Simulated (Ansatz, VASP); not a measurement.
# One calculation of MgS5, two programs

```xyz
6
Lattice="4.6503 0.0000 0.0000 -2.3252 4.0273 0.0000 0.0000 0.0000 7.3593" Properties=species:S:1:pos:R:3 pbc="T T T"
Mg    0.0000    0.0000    0.0000
S    -1.7126    2.9663    3.6796
S     3.4252    0.0000    3.6796
S     0.6126    1.0610    3.6796
S     2.3252    1.3424    0.0000
S     0.0000    2.6849    0.0000
```

Change from the starting cell: species swapped into the Mg5Zn type (P-62m, No. 189).

Alike in both runs: task relaxation of cell and atoms; functional PBE; k mesh 6 × 6 × 4; occupations gaussian, width 0.1 eV; no spin polarisation.

```csv
,VASP,Ansatz
version,VASP 6.6.1,Ansatz 0.2.0
potentials or method,"VASP PAW PBE potentials, release 64 (Mg, S), cutoff 600 eV","scalar-relativistic, plane waves, PAW"
valence electrons in the cell,32,40
```

```tsv
	VASP	Ansatz	Ansatz less VASP
gap on the k mesh at the Fermi level, each at its own relaxed structure (eV)	none	none	-
relaxed volume (Å³/atom)	22.90	22.97	+0.066
relaxed length of the cell vector where the two differ most in proportion (Å)	4.644	4.650	+0.0063
```

A gap of «none» marks a metal or a gap that the smearing closes. VASP's potentials hold 32 valence electrons a cell and Ansatz's 40, so a difference there can come from the potentials and not from the codes.
